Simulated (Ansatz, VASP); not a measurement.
## Si: VASP beside Ansatz

INCAR

```
SYSTEM = Si
PREC = Accurate
ENCUT = 520
EDIFF = 1E-6
ISMEAR = 0
SIGMA = 0.05
LREAL = .FALSE.
LASPH = .TRUE.
NELM = 60
ALGO = Normal
ISIF = 2
LWAVE = .FALSE.
LCHARG = .FALSE.
GGA = PE
NBANDS = 16
```

The input KPOINTS:

```
Automatic mesh
0
G
  12 12 6
  0 0 0
```

POSCAR

```
Si
1.0
    3.8850721999      0.0000000000      0.0000000000
   -1.9425361000      3.3645712207      0.0000000000
    0.0000000000      0.0000000000      6.2538007202
Si
4
Direct
    0.3333333333      0.6666666667      0.0864996323
    0.6666666667      0.3333333333      0.5864996323
    0.3333333333      0.6666666667      0.4135003677
    0.6666666667      0.3333333333      0.9135003677
```

Input for Ansatz:

```yaml
crystal:
  lattice:
    - [3.8850721999, 0.0, 0.0]
    - [-1.9425361, 3.3645712207, 0.0]
    - [0.0, 0.0, 6.2538007202]
  atoms:
    - { symbol: Si, position: [0.3333333333, 0.6666666667, 0.0864996323] }
    - { symbol: Si, position: [0.6666666667, 0.3333333333, 0.5864996323] }
    - { symbol: Si, position: [0.3333333333, 0.6666666667, 0.4135003677] }
    - { symbol: Si, position: [0.6666666667, 0.3333333333, 0.9135003677] }
basis:
  ecutwfc: 420
kpoints:
  mp_grid: { grid: [12, 12, 6] }
hamiltonian:
  xc: pbe
  pseudopotentials: { kind: paw, azcp: { folder: soft_1 } }
scf:
  occupations: { method: gaussian, width: 0.05 }
output:
  forces: true
  stress: true
  eigenvalues: true
```

Alike in both runs: task single point; functional PBE; k mesh 12 × 12 × 6; occupations gaussian, width 0.05 eV; no spin polarisation.

```csv
,VASP,Ansatz
version,VASP 6.6.1,Ansatz 0.2.0
potentials or method,"VASP PAW PBE potentials, release 64 (Si), cutoff 520 eV","scalar-relativistic, plane waves, PAW"
valence electrons in the cell,16,16
```

```csv
,VASP,Ansatz,Ansatz less VASP
gap on the k mesh at the Fermi level (eV),none,none,-
pressure (GPa),5.4,5.5,+0.10
"traceless stress, the component that is largest in VASP (GPa)",24.27,24.47,+0.195
rms of the force components (eV/Å),3.606,3.625,+0.0191
```

Atom by atom the forces differ by 0.019 eV/Å (rms over components). A gap of «none» marks a metal or a gap that the smearing closes. The functional is the same, so the differences come from potentials, cutoffs and numerics.
